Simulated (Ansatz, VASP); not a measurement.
CsBr in VASP and in Ansatz

```
CELL_PARAMETERS angstrom
4.28600 0.00000 0.00000
0.00000 4.28600 0.00000
0.00000 0.00000 4.28600
ATOMIC_POSITIONS crystal
Cs 0.00000 0.00000 0.00000
Br 0.50000 0.50000 0.50000
```

Change from the starting cell: volume scaled by 1, PAW files.

Alike in both runs: task electric field gradients; functional r2SCAN; k mesh 7 × 7 × 7; occupations fermi-dirac, width 0.03 eV; no spin polarisation.

|  | VASP | Ansatz |
| --- | --- | --- |
| version | VASP 6.6.1 | Ansatz 0.2.0 |
| potentials or method | VASP PAW PBE potentials, release 64 (Cs_sv, Br) | PAW with Ansatz's default frozen-core files, scalar-relativistic |
| plane-wave cutoff (eV) | 440 | 500 |
| valence electrons in the cell | 16 | 16 |

```csv
,VASP,Ansatz,Ansatz less VASP
gap on the k mesh at the Fermi level (eV),5.29,5.30,+0.015
pressure (GPa),0.5,0.4,-0.02
```

VASP's potentials were made for PBE, not for r2SCAN.

Spin-orbit coupling is off throughout.
